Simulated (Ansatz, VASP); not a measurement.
## Ru in VASP and in Ansatz

```xyz
1
Lattice="0.0000 1.8945 1.8945 1.8945 0.0000 1.8945 1.8945 1.8945 0.0000" Properties=species:S:1:pos:R:3 pbc="T T T"
Ru    0.0000    0.0000    0.0000
```

Alike in both runs: task single point; functional PBE; k mesh 8 × 8 × 8; collinear spin.

|  | VASP | Ansatz |
| --- | --- | --- |
| version | VASP 6.6.1 | Ansatz 0.2 development build |
| potentials or method | VASP PAW PBE potentials, release 64 (Ru_pv) | PAW hard, scalar-relativistic |
| plane-wave cutoff (eV) | 500 | 660 |
| occupations | fermi-dirac, width 0.1 eV | fermi-dirac |

|  | VASP | Ansatz | Ansatz less VASP |
| --- | --- | --- | --- |
| net moment per atom (μB) | 0.00 | 0.00 | 0.000 |
